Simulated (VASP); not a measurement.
Runs of VASP 6.6.1 on TiC (Khamrabaevite). The structure is that of space group Fm-3m (No. 225), or close to it. The cells are those of the table. 

```csv
task,cell,k mesh,smearing,gap on the mesh (eV),pressure (GPa)
single point,"a = 3.040 Å, angles 60.0°, 2 atoms",18 × 18 × 18,fermi-dirac 0.05 eV,none,(a)
relaxation of the atoms,"atoms relaxed from a = 3.101 Å, angles 60.0°, 2 atoms",18 × 18 × 18,fermi-dirac 0.05 eV,none,-8.1
single point,"a = 3.120 Å, angles 60.0°, 2 atoms",18 × 18 × 18,fermi-dirac 0.05 eV,none,-12.0
single point,"a = 3.107, b = 3.107, c = 3.060 Å, angles 60.5, 60.5, 59.0°, 2 atoms",18 × 18 × 18,fermi-dirac 0.05 eV,none,-5.7
electric field gradients,"a = 3.060 Å, angles 60.0°, 2 atoms",17 × 17 × 17,fermi-dirac 0.02 eV,none,1.1
```

Alike in all rows: level PBE; potentials or basis VASP PAW PBE potentials, release 64 (Ti_sv, C); no spin polarisation; cutoff (eV) 520.

Estimate the missing entries.

(a) 6.4.

Caveats: the relaxation stopped at its first step, so nothing moved (some runs).

A gap of «none» marks levels without a gap at the run's occupations.
